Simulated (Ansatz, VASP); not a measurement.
# One calculation of WS2, two programs

POSCAR

```
WS2
1.0
    3.2606227873      0.0000000000      0.0000000000
   -1.6303113936      2.8237821659      0.0000000000
    0.0000000000      0.0000000000     16.1032030033
W S
1 2
Direct
    0.3333333333      0.6666666667      0.0000000000
    0.6666666667      0.3333333333      0.9080224902
    0.6666666667      0.3333333333      0.0919775098
```

INCAR.step1

```
PREC = Accurate ; ENCUT = 520
ISMEAR = 0 ; SIGMA = 0.05
LREAL = False ; LASPH = True
NELM = 100 ; NBANDS = 20
GGA = PE ; ALGO = Normal
EDIFF = 1E-4 ; LWAVE = True
LCHARG = False
```

Contents of INCAR.step2:

```
PREC = Accurate ; ENCUT = 520
EDIFF = 1E-6 ; ISMEAR = 0
SIGMA = 0.05 ; LREAL = False
LASPH = True ; NELM = 100
ALGO = Normal ; ISIF = 2
LWAVE = False ; LCHARG = False
METAGGA = R2SCAN ; LMIXTAU = True
NBANDS = 20 ; ISTART = 1
```

The input KPOINTS:

```
regular mesh
0
Gamma
  12 12 2
```

Input for Ansatz:

```yaml
crystal:
  lattice:
    - [3.2606227873, 0.0, 0.0]
    - [-1.6303113936, 2.8237821659, 0.0]
    - [0.0, 0.0, 16.1032030033]
  atoms:
    - { symbol: W, position: [0.3333333333, 0.6666666667, 0.0] }
    - { symbol: S, position: [0.6666666667, 0.3333333333, 0.9080224902] }
    - { symbol: S, position: [0.6666666667, 0.3333333333, 0.0919775098] }
basis:
  ecutwfc: 500
kpoints:
  mp_grid: { grid: [12, 12, 2] }
hamiltonian:
  xc: r2scan
scf:
  occupations: { method: gaussian, width: 0.05 }
output:
  forces: true
  stress: true
  eigenvalues: true
```

Change from the starting cell: strain +0.025 along x and y, -0.050 along z, atoms carried along.

Alike in both runs: task single point; functional r2SCAN; k mesh 12 × 12 × 2; occupations gaussian, width 0.05 eV; no spin polarisation.

```csv
,VASP,Ansatz
version,VASP 6.6.1,Ansatz 0.2.0
potentials or method,"VASP PAW PBE potentials, release 64 (W_sv, S), cutoff 520 eV","scalar-relativistic, plane waves, PAW"
valence electrons in the cell,26,26
```

Ansatz gave:

| Quantity | Value |
| --- | --- |
| gap on the k mesh at the Fermi level (eV) | 0.87 |
| least direct gap on the mesh (eV) | 1.49 |
| rms of the force components (eV/Å) | 0.539 |

Task: Which values does VASP return?

Result: gap on the k mesh at the Fermi level (eV): 0.88; least direct gap on the mesh (eV): 1.50; rms of the force components (eV/Å): 0.547.

VASP's potentials were made for PBE, not for r2SCAN. Atom by atom the forces differ by 0.008 eV/Å (rms over components).

Neither program's run includes spin-orbit coupling.
